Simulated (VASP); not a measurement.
# As (P6_3/mmc) in VASP: a series of runs, part 2 of 2

VASP 6.6.1. The steps go on from the part before.

## Step 3: Single point, PBEsol (volume scaled by 1.08)

The input, INCAR:

```
PREC = Accurate
ENCUT = 520
EDIFF = 1E-6
ISMEAR = -1
SIGMA = 0.1
LREAL = F
LASPH = T
NELM = 100
ALGO = Normal
ISIF = 2
LWAVE = F
LCHARG = F
GGA = PS
NBANDS = 18
```

The input, KPOINTS:

```
regular mesh
0
Gamma
  14 14 4
```

The input, POSCAR:

```
As
1.0
    3.0096250481      0.0000000000      0.0000000000
   -1.5048125240      2.6064117476      0.0000000000
    0.0000000000      0.0000000000     10.1442061499
As
4
Direct
    0.0000000000      0.0000000000      1.0000000000
    0.0000000000      0.0000000000      0.5000000000
    0.3333333333      0.6666666667      0.2500000000
    0.6666666667      0.3333333333      0.7500000000
```

Potentials or basis: VASP PAW PBE potentials, release 64 (As).

Started as:

```
$ cat potpaw_PBE.64/As/POTCAR > POTCAR
$ mpirun -np 1 vasp_std > vasp.out
```

OUTCAR:

```text
PREC = Accurate
   ENCUT = 520
   EDIFF = 1E-6
   ISMEAR = -1
   LREAL = F
   LASPH = T
   NELM = 100
   ISIF = 2
   GGA = PS

 ion  position               nearest neighbor table
   1  0.000  0.000  0.000-
   2  0.000  0.000  0.500-
   3  0.333  0.667  0.250-
   4  0.667  0.333  0.750-

  LATTYP: Found a hexagonal cell.
 ALAT       =     3.0096250481
 C/A-ratio  =     3.3705880260

  Lattice vectors:

 A1 = (   3.0096250481,   0.0000000000,   0.0000000000)
 A2 = (  -1.5048125240,   2.6064117476,   0.0000000000)
 A3 = (   0.0000000000,   0.0000000000,  10.1442061499)

Analysis of symmetry for initial positions (statically):
=====================================================================
 Subroutine PRICEL returns:
 Original cell was already a primitive cell.

 Routine SETGRP: Setting up the symmetry group for a
 hexagonal supercell.

 Subroutine GETGRP returns: Found 24 space group operations
 (whereof 12 operations were pure point group operations)
 out of a pool of 24 trial point group operations.

The static configuration has the point symmetry D_3d.
 The point group associated with its full space group is D_6h.

Analysis of symmetry for dynamics (positions and initial velocities):
=====================================================================
 Subroutine PRICEL returns:
 Original cell was already a primitive cell.

 Routine SETGRP: Setting up the symmetry group for a
 hexagonal supercell.

 Subroutine GETGRP returns: Found 24 space group operations
 (whereof 12 operations were pure point group operations)
 out of a pool of 24 trial point group operations.

The dynamic configuration has the point symmetry D_3d.
 The point group associated with its full space group is D_6h.

 Subroutine INISYM returns: Found 24 space group operations
 (whereof 12 operations are pure point group operations),
 and found     1 'primitive' translations

----------------------------------------------------------------------------------------

                                     Primitive cell

  volume of cell :      79.5744

  direct lattice vectors                    reciprocal lattice vectors
     3.009625048  0.000000000  0.000000000     0.332267304  0.191834617  0.000000000
    -1.504812524  2.606411748  0.000000000     0.000000000  0.383669235  0.000000000
     0.000000000  0.000000000 10.144206150     0.000000000  0.000000000  0.098578438

  length of vectors
     3.009625048  3.009625048 10.144206150     0.383669235  0.383669235  0.098578438

  position of ions in fractional coordinates (direct lattice)
     0.000000000  0.000000000  0.000000000
     0.000000000  0.000000000  0.500000000
     0.333333333  0.666666667  0.250000000
     0.666666667  0.333333333  0.750000000

  ion indices of the primitive-cell ions
   primitive index   ion index
                 1           1
                 2           2
                 3           3
                 4           4

----------------------------------------------------------------------------------------

 KPOINTS: regular mesh

Automatic generation of k-mesh.
 Grid dimensions read from file:
 generate k-points for:   14   14    4

 Generating k-lattice:

  Cartesian coordinates                     Fractional coordinates (reciprocal lattice)
     0.023733379  0.013702473  0.000000000     0.071428571  0.000000000  0.000000000
     0.000000000  0.027404945  0.000000000     0.000000000  0.071428571  0.000000000
     0.000000000  0.000000000  0.024644610     0.000000000  0.000000000  0.250000000

  Length of vectors
     0.027404945  0.027404945  0.024644610

  Shift w.r.t. Gamma in fractional coordinates (k-lattice)
     0.000000000  0.000000000  0.000000000

 Subroutine IBZKPT returns following result:
 ===========================================

 Found     72 irreducible k-points:

 Following reciprocal coordinates:
            Coordinates               Weight
  0.000000  0.000000  0.000000      1.000000
  0.071429  0.000000  0.000000      6.000000
  0.142857  0.000000  0.000000      6.000000
  0.214286 -0.000000  0.000000      6.000000
  0.285714  0.000000  0.000000      6.000000
  0.357143  0.000000  0.000000      6.000000
[... 16 lines left out ...]
  0.285714  0.285714  0.000000      6.000000
  0.357143  0.285714  0.000000      6.000000
 [... further k-points ...]
   k-points           NKPTS =     72   k-points in BZ     NKDIM =     72   number of bands    NBANDS=     18
   number of dos      NEDOS =    301   number of ions     NIONS =      4
   total plane-waves  NPLWV =  46080
   dimension x,y,z NGX =    24 NGY =   24 NGZ =   80
   dimension x,y,z NGXF=    48 NGYF=   48 NGZF=  160
   ions per type =               4
   NGX,Y,Z   is equivalent  to a cutoff of  13.26, 13.26, 13.11 a.u.
   NGXF,Y,Z  is equivalent  to a cutoff of  26.51, 26.51, 26.22 a.u.
 SYSTEM =  unknown system
   PREC   = accura    normal or accurate (medium, high low for compatibility)
   ISTART =      0    job   : 0-new  1-cont  2-samecut
   ICHARG =      2    charge: 1-file 2-atom 10-const
   ISPIN  =      1    spin polarized calculation?
   LNONCOLLINEAR =      F non collinear calculations
   LSORBIT =      F    spin-orbit coupling
   LASPH  =      T    aspherical Exc in radial PAW
   ENCUT  =  520.0 eV  38.22 Ry    6.18 a.u.   5.60  5.60 18.86*2*pi/ulx,y,z
   NELM   =    100;   NELMIN=  2; NELMDL= -5     # of ELM steps
   EDIFF  = 0.1E-05   stopping-criterion for ELM
   LREAL  =      F    real-space projection
   EDIFFG = 0.1E-04   stopping-criterion for IOM
   NSW    =      0    number of steps for IOM
   IBRION =     -1    ionic relax: 0-MD 1-quasi-New 2-CG
   NFREE  =      0    steps in history (QN), initial steepest desc. (CG)
   ISIF   =      2    stress and relaxation
   ISYM   =      2    0-nonsym 1-usesym 2-fastsym
   POTIM  = 0.5000    time-step for ionic-motion
   TEBEG  =    0.0;   TEEND  =   0.0 temperature during run
   PSTRESS=    0.0 pullay stress
   NELECT =      20.0000    total number of electrons
   NUPDOWN=      -1.0000    fix difference up-down
   EMIN   =  10.00;   EMAX   =-10.00  energy-range for DOS
   EFERMI =   0.00;   METHOD = LEGACY
   ISMEAR =    -1;   SIGMA  =   0.10  broadening in eV -4-tet -1-fermi 0-gaus
   EFERMI_NEDOS =   21; number of points for ismear=-14 and -15
   IALGO  =     38    algorithm
   IMIX   =      4    mixing-type and parameters
     AMIX     =   0.40;   BMIX     =  1.00
     AMIX_MAG =   1.60;   BMIX_MAG =  1.00
  volume/ion in A,a.u.               =      19.89       134.25
  Fermi-wavevector in a.u.,A,eV,Ry     =   1.033143  1.952357 14.522640  1.067384
  Thomas-Fermi vector in A             =   2.167375
   LORBIT       =      0    0 simple, 1 ext, 2 COOP (PROOUT), +10 PAW based schemes
   GGA     = PS    functional components
   LHFCALC =     F    Hartree Fock is set to
   AEXX    =    0.0000 exact exchange contribution
   IVDW    =     0    specifies the selected vdW correction
   LEPSILON=     F    determine dielectric tensor
   LRPA    =     F    only Hartree local field effects (RPA)
 non-spin polarized calculation
  energy-cutoff  :      520.00
  volume of cell :       79.57
 maximum number of plane-waves:      2177
 NGX is ok and might be reduce to    24
   NGX = 11   NGY = 11   NGZ = 37

 number of electron      20.0000005 magnetization

 Free energy of the ion-electron system (eV)
  ---------------------------------------------------
  ext. energy  EPLUGINS =         0.00000000
  ---------------------------------------------------
  free energy    TOTEN  =       -18.56790846 eV

  energy without entropy =      -18.49653991  energy(sigma->0) =      -18.53222418

 E-fermi :   5.9544     XC(G=0): -10.6805

 val. band max:        5.9344671623   @ k =   0.2857   0.0000   0.2500
 cond. band min:       5.9914722752   @ k =   0.4286   0.1429   0.5000
 fundamental gap:      0.0570051130
 Fermi energy:         5.9543753467

 k-point     1 :       0.0000    0.0000    0.0000
  band No.  band energies     occupation
      1      -8.8457      2.00000
      2      -7.5437      2.00000
      3      -7.5331      2.00000
      4      -5.0111      2.00000
      5      -0.5809      2.00000
      6       4.5619      2.00000
[... 10 lines left out ...]
     17      15.6500      0.00000
     18      16.3392      0.00000
[... 463 lines left out ...]
 k-point    24 :       0.3571    0.2857    0.0000
  band No.  band energies     occupation
      1      -3.6694      2.00000
      2      -3.3880      2.00000
      3      -3.2237      2.00000
      4      -3.0745      2.00000
      5       0.9655      2.00000
      6       1.2710      2.00000
[... 10 lines left out ...]
     17      13.0487      0.00000
     18      13.2105      0.00000

 [... further k-points ...]
[... 5 lines left out ...]
  --------------------------------------------------------------------------------------
  -------------------------------------------------------------------------------------
  Total       -3.1478493     -3.1478493     -2.6121000     -0.0000000      0.0000000      0.0000000
  in kB      -63.3798240    -63.3798240    -52.5928733     -0.0000000      0.0000000      0.0000000
  external PRESSURE =     -59.7841737 kB  Pullay stress =       0.0000000 kB

 VOLUME and BASIS-vectors are now :
 -----------------------------------------------------------------------------
  energy-cutoff  :      520.00
  volume of cell :       79.57
      direct lattice vectors                 reciprocal lattice vectors
     3.009625048  0.000000000  0.000000000     0.332267304  0.191834617  0.000000000
    -1.504812524  2.606411748  0.000000000     0.000000000  0.383669235  0.000000000
     0.000000000  0.000000000 10.144206150     0.000000000  0.000000000  0.098578438

 POSITION                                       TOTAL-FORCE (eV/Angst)
 -----------------------------------------------------------------------------------
      0.00000      0.00000      0.00000         0.000000      0.000000      0.000000
      0.00000      0.00000      5.07210         0.000000      0.000000      0.000000
     -0.00000      1.73761      2.53605        -0.000000      0.000000      0.000000
      1.50481      0.86880      7.60815        -0.000000      0.000000     -0.000000
 -----------------------------------------------------------------------------------
    total drift:                               -0.000000      0.000000      0.000000

  FREE ENERGIE OF THE ION-ELECTRON SYSTEM (eV)
  ---------------------------------------------------
  free  energy   TOTEN  =       -18.5679084560 eV

  energy  without entropy=      -18.4965399138  energy(sigma->0) =      -18.53222418
```

OSZICAR:

```text
N       E                     dE             d eps       ncg     rms          rms(c)
DAV:   1     0.577530625268E+02    0.57753E+02   -0.82582E+03  2592   0.954E+02
DAV:   2    -0.147102827851E+02   -0.72463E+02   -0.69503E+02  3646   0.141E+02
DAV:   3    -0.185735936391E+02   -0.38633E+01   -0.38091E+01  3098   0.318E+01
DAV:   4    -0.186014422743E+02   -0.27849E-01   -0.27794E-01  2988   0.289E+00
DAV:   5    -0.186015135958E+02   -0.71322E-04   -0.71299E-04  2912   0.163E-01    0.361E+00
DAV:   6    -0.185782174926E+02    0.23296E-01   -0.14213E-02  2870   0.527E-01    0.209E+00
DAV:   7    -0.185678916777E+02    0.10326E-01   -0.25428E-02  2794   0.703E-01    0.976E-02
DAV:   8    -0.185679096020E+02   -0.17924E-04   -0.44285E-04  2850   0.114E-01    0.510E-02
DAV:   9    -0.185679105565E+02   -0.95447E-06   -0.51090E-05  2890   0.350E-02    0.699E-03
DAV:  10    -0.185679091200E+02    0.14364E-05   -0.20119E-06  2186   0.710E-03    0.364E-03
DAV:  11    -0.185679084560E+02    0.66402E-06   -0.50224E-07  1534   0.404E-03
   1 F= -.18567908E+02 E0= -.18532224E+02  d E =-.713685E-01
```

Wall time 28 s (1 thread of Intel Xeon 6975P-C (Granite Rapids), shared host); peak memory 0.24 GiB.

What came out:

| Item | Value |
| --- | --- |
| Free energy | -18.5679 eV |
| Pressure | -6.0 GPa |
| Band gap on the k mesh | zero (band 10 reaches 10.69 eV, above the bottom of band 11 at 3.44 eV) |

Stress tensor (GPa, compression positive):
```
-6.34  0.00  0.00
 0.00 -6.34  0.00
 0.00  0.00 -5.26
```

Caveat: the PAW data sets were made with another functional, which shifts forces and pressure a little.
